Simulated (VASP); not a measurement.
# Mg (P6_3/mmc) in VASP: notebook

Mg is run at these levels: LDA; tasks: single point, relaxation of volume and atoms at fixed shape.

All numbers are computed with VASP 6.6.1; they aren't measurements. Logs are shortened: lines on timing, memory, paths and dates and some standing lists are left out, and cuts for length are marked.

### Step 1. The cell of the first run

Symmetry: P6_3/mmc, No. 194, hexagonal system. Conventional cell: a = 3.135 Å, b = 3.135 Å, c = 5.089 Å, α = 90.00°, β = 90.00°, γ = 120.00°. Mg (site symmetry -6m2) has 12 Mg at 3.12 to 3.13 Å within 4.1 Å.

### Step 2. Single point, LDA

File INCAR:

```
SYSTEM = Mg
ALGO = Normal
EDIFF = 1E-6
ENCUT = 520
ISIF = 2
ISMEAR = 0
LASPH = .True.
LCHARG = .False.
LREAL = .False.
LWAVE = .False.
NBANDS = 9
NELM = 100
PREC = Accurate
SIGMA = 0.05
```

File KPOINTS:

```
k-points
0
Gamma
  8 8 5
  0 0 0
```

File POSCAR:

```
Mg
1.0
    3.1346423524      0.0000000000      0.0000000000
   -1.5673211762      2.7146799090      0.0000000000
    0.0000000000      0.0000000000      5.0890932740
Mg
2
Direct
    0.3333333333      0.6666666667      0.2500000000
    0.6666666667      0.3333333333      0.7500000000
```

Potentials or basis: VASP PAW LDA potentials, release 64 (Mg).

Run with:

```sh
$ cat potpaw_LDA.64/Mg/POTCAR > POTCAR
$ mpirun -np 1 vasp_std > vasp.out
```

OUTCAR:

```text
SYSTEM = Mg
   EDIFF = 1E-6
   ENCUT = 520
   ISIF = 2
   ISMEAR = 0
   LASPH = .True.
   LREAL = .False.
   NELM = 100
   PREC = Accurate

 ion  position               nearest neighbor table
   1  0.333  0.667  0.250-   2 3.12   2 3.12   2 3.12   2 3.12   2 3.12   2 3.12
   2  0.667  0.333  0.750-   1 3.12   1 3.12   1 3.12   1 3.12   1 3.12   1 3.12

  LATTYP: Found a hexagonal cell.
 ALAT       =     3.1346423524
 C/A-ratio  =     1.6235004514

  Lattice vectors:

 A1 = (   3.1346423524,   0.0000000000,   0.0000000000)
 A2 = (  -1.5673211762,   2.7146799090,   0.0000000000)
 A3 = (   0.0000000000,   0.0000000000,   5.0890932740)

Analysis of symmetry for initial positions (statically):
=====================================================================
 Subroutine PRICEL returns:
 Original cell was already a primitive cell.

 Routine SETGRP: Setting up the symmetry group for a
 hexagonal supercell.

 Subroutine GETGRP returns: Found 24 space group operations
 (whereof 12 operations were pure point group operations)
 out of a pool of 24 trial point group operations.

The static configuration has the point symmetry D_3d.
 The point group associated with its full space group is D_6h.

Analysis of symmetry for dynamics (positions and initial velocities):
=====================================================================
 Subroutine PRICEL returns:
 Original cell was already a primitive cell.

 Routine SETGRP: Setting up the symmetry group for a
 hexagonal supercell.

 Subroutine GETGRP returns: Found 24 space group operations
 (whereof 12 operations were pure point group operations)
 out of a pool of 24 trial point group operations.

The dynamic configuration has the point symmetry D_3d.
 The point group associated with its full space group is D_6h.

 Subroutine INISYM returns: Found 24 space group operations
 (whereof 12 operations are pure point group operations),
 and found     1 'primitive' translations

----------------------------------------------------------------------------------------

                                     Primitive cell

  volume of cell :      43.3059

  direct lattice vectors                    reciprocal lattice vectors
     3.134642352  0.000000000  0.000000000     0.319015660  0.184183777  0.000000000
    -1.567321176  2.714679909  0.000000000     0.000000000  0.368367555  0.000000000
     0.000000000  0.000000000  5.089093274     0.000000000  0.000000000  0.196498658

  length of vectors
     3.134642352  3.134642352  5.089093274     0.368367555  0.368367555  0.196498658

  position of ions in fractional coordinates (direct lattice)
     0.333333333  0.666666667  0.250000000
     0.666666667  0.333333333  0.750000000

  ion indices of the primitive-cell ions
   primitive index   ion index
                 1           1
                 2           2

----------------------------------------------------------------------------------------

 KPOINTS: k-points

Automatic generation of k-mesh.
 Grid dimensions read from file:
 generate k-points for:    8    8    5

 Generating k-lattice:

  Cartesian coordinates                     Fractional coordinates (reciprocal lattice)
     0.039876958  0.023022972  0.000000000     0.125000000  0.000000000  0.000000000
     0.000000000  0.046045944  0.000000000     0.000000000  0.125000000  0.000000000
     0.000000000  0.000000000  0.039299732     0.000000000  0.000000000  0.200000000

  Length of vectors
     0.046045944  0.046045944  0.039299732

  Shift w.r.t. Gamma in fractional coordinates (k-lattice)
     0.000000000  0.000000000  0.000000000

 Subroutine IBZKPT returns following result:
 ===========================================

 Found     30 irreducible k-points:

 Following reciprocal coordinates:
            Coordinates               Weight
  0.000000  0.000000  0.000000      1.000000
  0.125000  0.000000  0.000000      6.000000
  0.250000  0.000000  0.000000      6.000000
  0.375000 -0.000000  0.000000      6.000000
  0.500000  0.000000  0.000000      3.000000
  0.125000  0.125000  0.000000      6.000000
[... 16 lines left out ...]
  0.250000  0.000000  0.400000     12.000000
  0.375000 -0.000000  0.400000     12.000000
 [... further k-points ...]
   k-points           NKPTS =     30   k-points in BZ     NKDIM =     30   number of bands    NBANDS=      9
   number of dos      NEDOS =    301   number of ions     NIONS =      2
   total plane-waves  NPLWV =  23040
   dimension x,y,z NGX =    24 NGY =   24 NGZ =   40
   dimension x,y,z NGXF=    48 NGYF=   48 NGZF=   80
   ions per type =               2
   NGX,Y,Z   is equivalent  to a cutoff of  12.73, 12.73, 13.07 a.u.
   NGXF,Y,Z  is equivalent  to a cutoff of  25.46, 25.46, 26.13 a.u.
 SYSTEM =  Mg
   PREC   = accura    normal or accurate (medium, high low for compatibility)
   ISTART =      0    job   : 0-new  1-cont  2-samecut
   ICHARG =      2    charge: 1-file 2-atom 10-const
   ISPIN  =      1    spin polarized calculation?
   LNONCOLLINEAR =      F non collinear calculations
   LSORBIT =      F    spin-orbit coupling
   LASPH  =      T    aspherical Exc in radial PAW
   ENCUT  =  520.0 eV  38.22 Ry    6.18 a.u.   5.83  5.83  9.46*2*pi/ulx,y,z
   NELM   =    100;   NELMIN=  2; NELMDL= -5     # of ELM steps
   EDIFF  = 0.1E-05   stopping-criterion for ELM
   LREAL  =      F    real-space projection
   EDIFFG = 0.1E-04   stopping-criterion for IOM
   NSW    =      0    number of steps for IOM
   IBRION =     -1    ionic relax: 0-MD 1-quasi-New 2-CG
   NFREE  =      0    steps in history (QN), initial steepest desc. (CG)
   ISIF   =      2    stress and relaxation
   ISYM   =      2    0-nonsym 1-usesym 2-fastsym
   POTIM  = 0.5000    time-step for ionic-motion
   TEBEG  =    0.0;   TEEND  =   0.0 temperature during run
   PSTRESS=    0.0 pullay stress
   NELECT =       4.0000    total number of electrons
   NUPDOWN=      -1.0000    fix difference up-down
   EMIN   =  10.00;   EMAX   =-10.00  energy-range for DOS
   EFERMI =   0.00;   METHOD = LEGACY
   ISMEAR =     0;   SIGMA  =   0.05  broadening in eV -4-tet -1-fermi 0-gaus
   EFERMI_NEDOS =   21; number of points for ismear=-14 and -15
   IALGO  =     38    algorithm
   IMIX   =      4    mixing-type and parameters
     AMIX     =   0.40;   BMIX     =  1.00
     AMIX_MAG =   1.60;   BMIX_MAG =  1.00
  volume/ion in A,a.u.               =      21.65       146.12
  Fermi-wavevector in a.u.,A,eV,Ry     =   0.740024  1.398443  7.451034  0.547636
  Thomas-Fermi vector in A             =   1.834327
   LORBIT       =      0    0 simple, 1 ext, 2 COOP (PROOUT), +10 PAW based schemes
   GGA     = CA    functional components
   LHFCALC =     F    Hartree Fock is set to
   AEXX    =    0.0000 exact exchange contribution
   IVDW    =     0    specifies the selected vdW correction
   LEPSILON=     F    determine dielectric tensor
   LRPA    =     F    only Hartree local field effects (RPA)
 non-spin polarized calculation
 Gauss-broadening in eV      SIGMA  =   0.05
  energy-cutoff  :      520.00
  volume of cell :       43.31
 maximum number of plane-waves:      1183
 NGX is ok and might be reduce to    24
   NGX = 11   NGY = 11   NGZ = 19

 number of electron       4.0000000 magnetization

 Free energy of the ion-electron system (eV)
  ---------------------------------------------------
  ext. energy  EPLUGINS =         0.00000000
  ---------------------------------------------------
  free energy    TOTEN  =        -3.64729114 eV

  energy without entropy =       -3.64579587  energy(sigma->0) =       -3.64654351

 E-fermi :   2.7542     XC(G=0):  -8.8695

 val. band max:        2.7535367434   @ k =   0.2500   0.2500   0.2000
 cond. band min:       3.0592712415   @ k =   0.2500   0.1250   0.0000
 fundamental gap:      0.3057344981
 Fermi energy:         2.7541655616

 k-point     1 :       0.0000    0.0000    0.0000
  band No.  band energies     occupation
      1      -4.3944      2.00000
      2       1.0300      2.00000
      3       1.5100      2.00000
      4      14.0171      0.00000
      5      14.0171      0.00000
      6      14.1793      0.00000
      7      14.1793      0.00000
      8      14.9356      0.00000
      9      16.6998      0.00000

 k-point     2 :       0.1250    0.0000    0.0000
  band No.  band energies     occupation
      1      -4.0753      2.00000
      2       1.3193      2.00000
      3       1.8185      2.00000
      4      10.3968      0.00000
      5      12.2578      0.00000
      6      13.0307      0.00000
      7      15.2335      0.00000
      8      15.6478      0.00000
      9      16.2578      0.00000

 k-point     3 :       0.2500    0.0000    0.0000
  band No.  band energies     occupation
      1      -3.1249      2.00000
      2       2.1885      2.00000
      3       2.7056      1.83034
      4       6.7144      0.00000
      5      10.9438      0.00000
      6      11.0211      0.00000
      7      11.5369      0.00000
      8      13.3624      0.00000
      9      15.5011      0.00000

 k-point     4 :       0.3750   -0.0000    0.0000
  band No.  band energies     occupation
      1      -1.5634      2.00000
      2       3.0637      0.00000
      3       3.6401      0.00000
      4       4.6084      0.00000
      5       8.3308      0.00000
      6       8.7167      0.00000
      7      10.1581      0.00000
      8      11.8402      0.00000
      9      14.5954      0.00000
[... 205 lines left out ...]
 k-point    22 :       0.1250    0.0000    0.4000
  band No.  band energies     occupation
      1      -3.1517      2.00000
      2      -2.0107      2.00000
      3       6.7162      0.00000
      4       9.7474      0.00000
      5      11.2738      0.00000
      6      12.1154      0.00000
      7      13.0137      0.00000
      8      13.9533      0.00000
      9      14.7317      0.00000

 k-point    23 :       0.2500    0.0000    0.4000
  band No.  band energies     occupation
      1      -2.2111      2.00000
      2      -1.0825      2.00000
      3       7.0411      0.00000
      4       7.9017      0.00000
      5       8.5224      0.00000
      6      10.6603      0.00000
      7      11.7107      0.00000
      8      12.6736      0.00000
      9      13.2842      0.00000

 k-point    24 :       0.3750   -0.0000    0.4000
  band No.  band energies     occupation
      1      -0.6669      2.00000
      2       0.4355      2.00000
      3       4.1978      0.00000
      4       5.2543      0.00000
      5       9.0061      0.00000
      6      10.9236      0.00000
      7      11.2151      0.00000
      8      11.8837      0.00000
      9      12.6749      0.00000

 [... further k-points ...]

------------------------ aborting loop because EDIFF is reached ----------------------------------------

  FORCE on cell =-STRESS in cart. coord.  units (eV):
  Direction    XX          YY          ZZ          XY          YZ          ZX
  --------------------------------------------------------------------------------------
  -------------------------------------------------------------------------------------
  Total       -0.1241923     -0.1241923     -0.0180511      0.0000000      0.0000000      0.0000000
  in kB       -4.5947121     -4.5947121     -0.6678308      0.0000000      0.0000000      0.0000000
  external PRESSURE =      -3.2857516 kB  Pullay stress =       0.0000000 kB

 VOLUME and BASIS-vectors are now :
 -----------------------------------------------------------------------------
  energy-cutoff  :      520.00
  volume of cell :       43.31
      direct lattice vectors                 reciprocal lattice vectors
     3.134642352  0.000000000  0.000000000     0.319015660  0.184183777  0.000000000
    -1.567321176  2.714679909  0.000000000     0.000000000  0.368367555  0.000000000
     0.000000000  0.000000000  5.089093274     0.000000000  0.000000000  0.196498658

 POSITION                                       TOTAL-FORCE (eV/Angst)
 -----------------------------------------------------------------------------------
     -0.00000      1.80979      1.27227         0.000000     -0.000000      0.000000
      1.56732      0.90489      3.81682        -0.000000      0.000000      0.000000
 -----------------------------------------------------------------------------------
    total drift:                                0.000000     -0.000000      0.000000

  FREE ENERGIE OF THE ION-ELECTRON SYSTEM (eV)
  ---------------------------------------------------
  free  energy   TOTEN  =        -3.6472911426 eV

  energy  without entropy=       -3.6457958707  energy(sigma->0) =       -3.64654351
```

Run time: 8.2 s. Hardware: 1 thread of Intel Xeon 8259CL, shared host; peak memory 0.14 GiB.

Results:

```
Free energy            : -3.6473 eV
Pressure               : -0.3 GPa
Band gap on the k mesh : zero (bands 2 and 3 overlap by 2.29 eV)
```

Stress tensor (GPa, compression positive):
```
-0.46  0.00  0.00
 0.00 -0.46  0.00
 0.00  0.00 -0.07
```

### Step 3. Relaxation of volume and atoms at fixed shape, LDA

This run uses another cell than the first one, of 23.24 Å³/atom.

File INCAR:

```
SYSTEM = Mg
PREC = Accurate
ENCUT = 600
EDIFF = 1E-6
ISMEAR = 0
SIGMA = 0.05
LREAL = .FALSE.
LASPH = .TRUE.
NELM = 60
ALGO = Normal
ISIF = 8
LWAVE = .FALSE.
LCHARG = .FALSE.
GGA = CA
IBRION = 2
NSW = 80
EDIFFG = -0.01
```

File KPOINTS:

```
Automatic mesh
0
G
  8 8 5
  0 0 0
```

File POSCAR:

```
Mg
1.0
    3.2093000000      0.0000000000      0.0000000000
   -1.6046500000      2.7793353300      0.0000000000
    0.0000000000      0.0000000000      5.2103000000
Mg
2
Direct
    0.3333333333      0.6666666667      0.2500000000
    0.6666666667      0.3333333333      0.7500000000
```

Potentials or basis: VASP PAW LDA potentials, release 64 (Mg).

Run with:

```sh
$ cat potpaw_LDA.64/Mg/POTCAR > POTCAR
$ mpirun -np 1 vasp_std > vasp.out
```

Run time: 21 s. Hardware: 1 thread of Intel Xeon 8259CL, shared host; peak memory 0.16 GiB.

Results (log left out):

| Property | Result |
| --- | --- |
| Free energy | -3.6478 eV |
| Relaxed volume | 21.49 Å³/atom |
| Relaxed cell | a = 3.127 Å, b = 3.127 Å, c = 5.076 Å, α = 90.00°, β = 90.00°, γ = 120.00° |
| Space group after relaxing (to 0.1 Å) | P6_3/mmc (No. 194) |
| Energy gained by relaxing | 16.1 meV/atom |
| Ionic steps | 3 |
| Pressure after relaxing | 0.0 GPa |
| Band gap on the k mesh | zero (bands 2 and 3 overlap by 2.29 eV) |

Stress tensor (GPa, compression positive):
```
-0.16  0.00  0.00
 0.00 -0.16  0.00
 0.00  0.00  0.22
```

Step by step:
| step | energy change (eV) | largest force (eV/Å) | pressure (GPa) | volume (Å³) |
| --- | --- | --- | --- | --- |
| 1 | 0.0000 | 0.0000 | -2.75 | 46.47 |
| 2 | -0.0300 | 0.0000 | -0.80 | 43.84 |
| 3 | -0.0322 | 0.0000 | -0.03 | 42.98 |

Final structure:
```cif
data_structure
_symmetry_space_group_name_H-M 'P 1'
_symmetry_Int_Tables_number 1
_cell_length_a 3.1268
_cell_length_b 3.1268
_cell_length_c 5.0764
_cell_angle_alpha 90.000
_cell_angle_beta 90.000
_cell_angle_gamma 120.000
_cell_volume 42.98
loop_
_atom_site_label
_atom_site_type_symbol
_atom_site_fract_x
_atom_site_fract_y
_atom_site_fract_z
_atom_site_occupancy
Mg1 Mg 0.33333 0.66667 0.25000 1
Mg2 Mg 0.66667 0.33333 0.75000 1
```

Levels at points of the mesh, in eV from the Fermi level:
| k point | band 1 | band 2 | band 3 | band 4 | band 5 | band 6 |
| --- | --- | --- | --- | --- | --- | --- |
| (0.00, 0.00, 0.00) | -7.18 | -1.74 | -1.24 | 11.31 | 11.31 | 11.49 |
| (0.50, 0.00, 0.00) | -2.21 | -2.18 | 2.77 | 3.11 | 3.45 | 3.87 |
